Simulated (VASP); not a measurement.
# BN (Cc) in VASP: further runs, part 2 of 3

VASP 6.6.1. The steps go on from the part before.

### 3 Single point, PBE (atoms displaced along a vibrational mode)

File INCAR:

```
  ALGO = Normal
  EDIFF = 1E-6
  ENCUT = 520
  GGA = PE
  ISIF = 2
  ISMEAR = 0
  LASPH = T
  LCHARG = F
  LREAL = F
  LWAVE = F
  NBANDS = 26
  NELM = 80
  PREC = Accurate
  SIGMA = 0.05
```

File KPOINTS:

```
k-points
0
Gamma
  12 12 4
```

File POSCAR:

```
BN
1.0
    2.5545800960      0.0000000000      0.0000000000
   -1.2772900480      2.2123312591      0.0000000000
    0.0000000000      0.0000000000      8.4490290704
B N
4 4
Direct
    0.6627663717      0.3333333333      0.4999029273
    0.6705669616      0.3333333333      0.9999029273
    0.3167051232      0.6666666667      0.2499029273
    0.3499615435      0.6666666667      0.7499029273
    0.6490512472      0.3333333333      0.3125970727
    0.6842820862      0.3333333333      0.8125970727
    0.3333333333      0.6666666667      0.0625970727
    0.3333333333      0.6666666667      0.5625970727
```

Potentials or basis: VASP PAW PBE potentials, release 64 (B, N).

The run is started by

```bash
cat potpaw_PBE.64/B/POTCAR potpaw_PBE.64/N/POTCAR > POTCAR
mpirun -np 1 vasp_std > vasp.out
```

OUTCAR:

```text
EDIFF = 1E-6
   ENCUT = 520
   GGA = PE
   ISIF = 2
   ISMEAR = 0
   LASPH = T
   LREAL = F
   NELM = 80
   PREC = Accurate

 ion  position               nearest neighbor table
   1  0.663  0.333  0.500-   8 1.56   8 1.57   8 1.58   5 1.58
   2  0.671  0.333  1.000-   7 1.56   7 1.57   7 1.58   6 1.58
   3  0.317  0.667  0.250-   5 1.57   5 1.57   5 1.57   7 1.58
   4  0.350  0.667  0.750-   6 1.57   6 1.57   6 1.57   8 1.58
   5  0.649  0.333  0.313-   3 1.57   3 1.57   3 1.57   1 1.58
   6  0.684  0.333  0.813-   4 1.57   4 1.57   4 1.57   2 1.58
   7  0.333  0.667  0.063-   2 1.56   2 1.57   2 1.58   3 1.58
   8  0.333  0.667  0.563-   1 1.56   1 1.57   1 1.58   4 1.58

  LATTYP: Found a hexagonal cell.
 ALAT       =     2.5545800960
 C/A-ratio  =     3.3074042515

  Lattice vectors:

 A1 = (   2.5545800960,   0.0000000000,   0.0000000000)
 A2 = (  -1.2772900480,   2.2123312591,   0.0000000000)
 A3 = (   0.0000000000,   0.0000000000,   8.4490290704)

Analysis of symmetry for initial positions (statically):
=====================================================================
 Subroutine PRICEL returns:
 Original cell was already a primitive cell.

 Routine SETGRP: Setting up the symmetry group for a
 hexagonal supercell.

 Subroutine GETGRP returns: Found  2 space group operations
 (whereof  1 operations were pure point group operations)
 out of a pool of 24 trial point group operations.

The static configuration has the point symmetry C_1 .
 The point group associated with its full space group is C_1h.

Analysis of symmetry for dynamics (positions and initial velocities):
=====================================================================
 Subroutine PRICEL returns:
 Original cell was already a primitive cell.

 Routine SETGRP: Setting up the symmetry group for a
 hexagonal supercell.

 Subroutine GETGRP returns: Found  2 space group operations
 (whereof  1 operations were pure point group operations)
 out of a pool of 24 trial point group operations.

The dynamic configuration has the point symmetry C_1 .
 The point group associated with its full space group is C_1h.

 Subroutine INISYM returns: Found  2 space group operations
 (whereof  1 operations are pure point group operations),
 and found     1 'primitive' translations

----------------------------------------------------------------------------------------

                                     Primitive cell

  volume of cell :      47.7503

  direct lattice vectors                    reciprocal lattice vectors
     2.554580096  0.000000000  0.000000000     0.391453766  0.226005937  0.000000000
    -1.277290048  2.212331259  0.000000000     0.000000000  0.452011875  0.000000000
     0.000000000  0.000000000  8.449029070     0.000000000  0.000000000  0.118356795

  length of vectors
     2.554580096  2.554580096  8.449029070     0.452011875  0.452011875  0.118356795

  position of ions in fractional coordinates (direct lattice)
     0.662766372  0.333333333  0.499902927
     0.670566962  0.333333333  0.999902927
     0.316705123  0.666666667  0.249902927
     0.349961544  0.666666667  0.749902927
     0.649051247  0.333333333  0.312597073
     0.684282086  0.333333333  0.812597073
     0.333333333  0.666666667  0.062597073
     0.333333333  0.666666667  0.562597073
[... 45 lines left out ...]
  0.250000 -0.000000  0.000000      4.000000
[... 16 lines left out ...]
 -0.083333  0.416667  0.000000      4.000000
 -0.416667  0.333333  0.000000      4.000000
 [... further k-points ...]
   k-points           NKPTS =    164   k-points in BZ     NKDIM =    164   number of bands    NBANDS=     26
   number of dos      NEDOS =    301   number of ions     NIONS =      8
   total plane-waves  NPLWV =  25600
   dimension x,y,z NGX =    20 NGY =   20 NGZ =   64
   dimension x,y,z NGXF=    40 NGYF=   40 NGZF=  128
   ions per type =               4   4
   NGX,Y,Z   is equivalent  to a cutoff of  13.02, 13.02, 12.59 a.u.
   NGXF,Y,Z  is equivalent  to a cutoff of  26.03, 26.03, 25.19 a.u.
 SYSTEM =  unknown system
   PREC   = accura    normal or accurate (medium, high low for compatibility)
   ISTART =      0    job   : 0-new  1-cont  2-samecut
   ICHARG =      2    charge: 1-file 2-atom 10-const
   ISPIN  =      1    spin polarized calculation?
   LNONCOLLINEAR =      F non collinear calculations
   LSORBIT =      F    spin-orbit coupling
   LASPH  =      T    aspherical Exc in radial PAW
   ENCUT  =  520.0 eV  38.22 Ry    6.18 a.u.   4.75  4.75 15.71*2*pi/ulx,y,z
   NELM   =     80;   NELMIN=  2; NELMDL= -5     # of ELM steps
   EDIFF  = 0.1E-05   stopping-criterion for ELM
   LREAL  =      F    real-space projection
   EDIFFG = 0.1E-04   stopping-criterion for IOM
   NSW    =      0    number of steps for IOM
   IBRION =     -1    ionic relax: 0-MD 1-quasi-New 2-CG
   NFREE  =      0    steps in history (QN), initial steepest desc. (CG)
   ISIF   =      2    stress and relaxation
   ISYM   =      2    0-nonsym 1-usesym 2-fastsym
   POTIM  = 0.5000    time-step for ionic-motion
   TEBEG  =    0.0;   TEEND  =   0.0 temperature during run
   PSTRESS=    0.0 pullay stress
   NELECT =      32.0000    total number of electrons
   NUPDOWN=      -1.0000    fix difference up-down
   EMIN   =  10.00;   EMAX   =-10.00  energy-range for DOS
   EFERMI =   0.00;   METHOD = LEGACY
   ISMEAR =     0;   SIGMA  =   0.05  broadening in eV -4-tet -1-fermi 0-gaus
   EFERMI_NEDOS =   21; number of points for ismear=-14 and -15
   IALGO  =     38    algorithm
   IMIX   =      4    mixing-type and parameters
     AMIX     =   0.40;   BMIX     =  1.00
     AMIX_MAG =   1.60;   BMIX_MAG =  1.00
  volume/ion in A,a.u.               =       5.97        40.28
  Fermi-wavevector in a.u.,A,eV,Ry     =   1.432625  2.707270 27.924811  2.052416
  Thomas-Fermi vector in A             =   2.552232
   LORBIT       =      0    0 simple, 1 ext, 2 COOP (PROOUT), +10 PAW based schemes
   GGA     = PE    functional components
   LHFCALC =     F    Hartree Fock is set to
   AEXX    =    0.0000 exact exchange contribution
   IVDW    =     0    specifies the selected vdW correction
   LEPSILON=     F    determine dielectric tensor
   LRPA    =     F    only Hartree local field effects (RPA)
 non-spin polarized calculation
 Gauss-broadening in eV      SIGMA  =   0.05
  energy-cutoff  :      520.00
  volume of cell :       47.75
 maximum number of plane-waves:      1304
   NGX =  9   NGY =  9   NGZ = 31

 number of electron      31.9999998 magnetization

 Free energy of the ion-electron system (eV)
  ---------------------------------------------------
  ext. energy  EPLUGINS =         0.00000000
  ---------------------------------------------------
  free energy    TOTEN  =       -69.64468945 eV

  energy without entropy =      -69.64468945  energy(sigma->0) =      -69.64468945

 E-fermi :   7.6283     XC(G=0): -12.7617

 val. band max:        7.4301552582   @ k =   0.0000   0.0000   0.0000
 cond. band min:      12.6368101496   @ k =   0.3333   0.3333   0.0000
 fundamental gap:      5.2066548913
 Fermi energy:         7.6282662632

 k-point     1 :       0.0000    0.0000    0.0000
  band No.  band energies     occupation
      1     -12.8566      2.00000
      2     -11.4130      2.00000
      3     -11.4123      2.00000
      4      -8.7487      2.00000
      5      -3.3889      2.00000
      6       1.7644      2.00000
[... 685 lines left out ...]
     25      19.8395      0.00000
     26      20.8556      0.00000

 [... further k-points ...]

------------------------ aborting loop because EDIFF is reached ----------------------------------------

  FORCE on cell =-STRESS in cart. coord.  units (eV):
  Direction    XX          YY          ZZ          XY          YZ          ZX
  --------------------------------------------------------------------------------------
  -------------------------------------------------------------------------------------
  Total        0.0404182      0.0798966      0.0843926      0.0000000      0.0132579      0.0000000
  in kB        1.3561607      2.6807886      2.8316440      0.0000000      0.4448467      0.0000000
  external PRESSURE =       2.2895311 kB  Pullay stress =       0.0000000 kB

 VOLUME and BASIS-vectors are now :
 -----------------------------------------------------------------------------
  energy-cutoff  :      520.00
  volume of cell :       47.75
      direct lattice vectors                 reciprocal lattice vectors
     2.554580096  0.000000000  0.000000000     0.391453766  0.226005937  0.000000000
    -1.277290048  2.212331259  0.000000000     0.000000000  0.452011875  0.000000000
     0.000000000  0.000000000  8.449029070     0.000000000  0.000000000  0.118356795

 POSITION                                       TOTAL-FORCE (eV/Angst)
 -----------------------------------------------------------------------------------
      1.26733      0.73744      4.22369         0.047680     -0.005028     -0.003671
      1.28725      0.73744      8.44821        -0.047680     -0.005028     -0.003671
     -0.04248      1.47489      2.11144         0.194331      0.002359     -0.000231
      0.04248      1.47489      6.33595        -0.194331      0.002359     -0.000231
      1.23229      0.73744      2.64114         0.267802     -0.004693     -0.000429
      1.32229      0.73744      6.86566        -0.267802     -0.004693     -0.000429
     -0.00000      1.47489      0.52888         0.002001      0.007361      0.004332
     -0.00000      1.47489      4.75340        -0.002001      0.007361      0.004332
 -----------------------------------------------------------------------------------
    total drift:                                0.000001      0.000301      0.000265

  FREE ENERGIE OF THE ION-ELECTRON SYSTEM (eV)
  ---------------------------------------------------
  free  energy   TOTEN  =       -69.6446894527 eV

  energy  without entropy=      -69.6446894526  energy(sigma->0) =      -69.64468945
```

Wall time 3.6 min (1 thread of Intel Xeon 8259CL, shared host); peak memory 0.27 GiB.

What came out:

| Property | Result |
| --- | --- |
| Free energy | -69.6447 eV |
| Pressure | 0.2 GPa |
| Largest force | 0.268 eV/Å |
| Band gap on the k mesh | 5.21 eV |

Forces in eV/Å, atoms in the order of the input:
```
B    0.048 -0.005 -0.004
B   -0.048 -0.005 -0.004
B    0.194  0.002  0.000
B   -0.194  0.002  0.000
N    0.268 -0.005  0.000
N   -0.268 -0.005  0.000
N    0.002  0.007  0.004
N   -0.002  0.007  0.004
```

Levels at points of the mesh, in eV from the valence-band top:
| k point | band 12 | band 13 | band 14 | band 15 | band 16 | band 17 | band 18 | band 19 | band 20 | band 21 |
| --- | --- | --- | --- | --- | --- | --- | --- | --- | --- | --- |
| (0.00, 0.00, 0.00) | -1.17 | -1.16 | -0.25 | 0.00 | 0.00 | 8.31 | 8.33 | 8.55 | 9.39 | 9.40 |
| (0.50, 0.00, 0.00) | -3.73 | -3.73 | -3.53 | -3.51 | -2.09 | 6.53 | 6.56 | 6.68 | 7.95 | 9.95 |
| (0.00, 0.50, 0.00) | -3.73 | -3.72 | -3.54 | -3.53 | -2.09 | 6.55 | 6.56 | 6.68 | 7.94 | 9.95 |
| (0.00, 0.00, 0.50) | -1.80 | -0.42 | -0.42 | -0.33 | -0.33 | 8.71 | 8.71 | 8.80 | 8.80 | 9.17 |
| (0.50, 0.00, 0.50) | -4.59 | -3.59 | -3.32 | -2.66 | -2.62 | 6.61 | 6.79 | 6.84 | 6.98 | 10.81 |
| (0.00, 0.50, 0.50) | -4.61 | -3.46 | -3.46 | -2.64 | -2.64 | 6.80 | 6.80 | 6.82 | 6.82 | 10.90 |

Caveat: the cell differs from its parent crystal (atoms displaced along a vibrational mode).

(Continued in part 3 of 3.)
